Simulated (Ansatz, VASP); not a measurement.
## Al2Cu in VASP and in Ansatz

The input INCAR:

```
SYSTEM = Al2Cu
PREC = Accurate ; ENCUT = 520
EDIFF = 1E-6 ; ISMEAR = 0
SIGMA = 0.15 ; LREAL = .FALSE.
LASPH = .TRUE. ; NELM = 100
ALGO = Fast ; ISIF = 2
LWAVE = .FALSE. ; LCHARG = .TRUE.
GGA = PE ; LELF = .TRUE.
LVHAR = .TRUE. ; NBANDS = 16
```

KPOINTS

```
Automatic mesh
0
G
  14 14 14
  0 0 0
```

Contents of POSCAR:

```
Al2Cu
1.0
   -2.0446004822      2.0446004822      2.9878000000
    2.0446004822     -2.0446004822      2.9878000000
    2.0446004822      2.0446004822     -2.9878000000
Al Cu
2 1
Direct
    0.7500000000      0.2500000000      0.5000000000
    0.2500000000      0.7500000000      0.5000000000
    0.5000000000      0.5000000000      0.0000000000
```

Input for Ansatz:

```yaml
crystal:
  lattice:
    - [-2.0446004822, 2.0446004822, 2.9878]
    - [2.0446004822, -2.0446004822, 2.9878]
    - [2.0446004822, 2.0446004822, -2.9878]
  atoms:
    - { symbol: Al, position: [0.75, 0.25, 0.5] }
    - { symbol: Al, position: [0.25, 0.75, 0.5] }
    - { symbol: Cu, position: [0.5, 0.5, 0.0] }
basis:
  ecutwfc: 520.0
kpoints:
  mp_grid: { grid: [14, 14, 14] }
hamiltonian:
  xc: pbe
  pseudopotentials: { kind: paw, azcp: { folder: soft_1 } }
scf:
  occupations: { method: gaussian, width: 0.15 }
output:
  forces: true
  stress: true
  eigenvalues: true
```

Alike in both runs: task single point; functional PBE; k mesh 14 × 14 × 14; occupations gaussian, width 0.15 eV; no spin polarisation.

|  | VASP | Ansatz |
| --- | --- | --- |
| version | VASP 6.6.1 | Ansatz 0.2.0 |
| potentials or method | VASP PAW PBE potentials, release 64 (Al, Cu), cutoff 520 eV | scalar-relativistic, plane waves, PAW |
| valence electrons in the cell | 17 | 25 |

Ansatz gave:

```
gap on the k mesh at the Fermi level (eV)                     : none
pressure (GPa)                                                : -2.9
traceless stress, the component that is largest in VASP (GPa) : -1.68
```

Problem. What did VASP give for the same quantities?

Solution. gap on the k mesh at the Fermi level (eV): none; pressure (GPa): -2.8; traceless stress, the component that is largest in VASP (GPa): -1.65.

A gap of «none» marks a metal or a gap that the smearing closes. VASP's potentials hold 17 valence electrons a cell and Ansatz's 25, so a difference there can come from the potentials and not from the codes.
